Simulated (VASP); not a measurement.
Crystal: MgO (klda).

```xyz
2
Lattice="0.0000 2.1245 2.1245 2.1245 0.0000 2.1245 2.1245 2.1245 0.0000" Properties=species:S:1:pos:R:3 pbc="T T T"
Mg    0.0000    0.0000    0.0000
O     2.1245    2.1245    2.1245
```

| Quantity | Value |
| --- | --- |
| Program | VASP 6.6.1 |
| Task | relaxation of cell and atoms |
| Functional | LDA |
| Potentials or basis | VASP PAW LDA potentials, release 64 (Mg, O) |
| Cutoff | 600 eV |
| k mesh | 8 × 8 × 8 |
| Occupations | gaussian, width 0.1 eV |
| Spin | no spin polarisation |

At the start: pressure -11.6 GPa; volume 9.59 Å³/atom.

Problem. Where does the relaxation end?

Solution. Over 3 steps the energy falls by 26.9 meV/atom and the volume is 8.89 Å³/atom (-7.3 %); space group Fm-3m (No. 225, to 0.05 Å).

The path:
| step | energy change (eV) | largest force (eV/Å) | pressure (GPa) | volume (Å³) |
| --- | --- | --- | --- | --- |
| 1 | 0.0000 | 0.0000 | -11.57 | 19.18 |
| 2 | -0.0469 | 0.0000 | 4.99 | 17.32 |
| 3 | -0.0539 | 0.0000 | 0.03 | 17.78 |

Final structure:
```cif
data_structure
_symmetry_space_group_name_H-M 'P 1'
_symmetry_Int_Tables_number 1
_cell_length_a 2.9296
_cell_length_b 2.9296
_cell_length_c 2.9296
_cell_angle_alpha 60.000
_cell_angle_beta 60.000
_cell_angle_gamma 60.000
_cell_volume 17.78
loop_
_atom_site_label
_atom_site_type_symbol
_atom_site_fract_x
_atom_site_fract_y
_atom_site_fract_z
_atom_site_occupancy
Mg1 Mg 0.00000 0.00000 0.00000 1
O1 O 0.50000 0.50000 0.50000 1
```
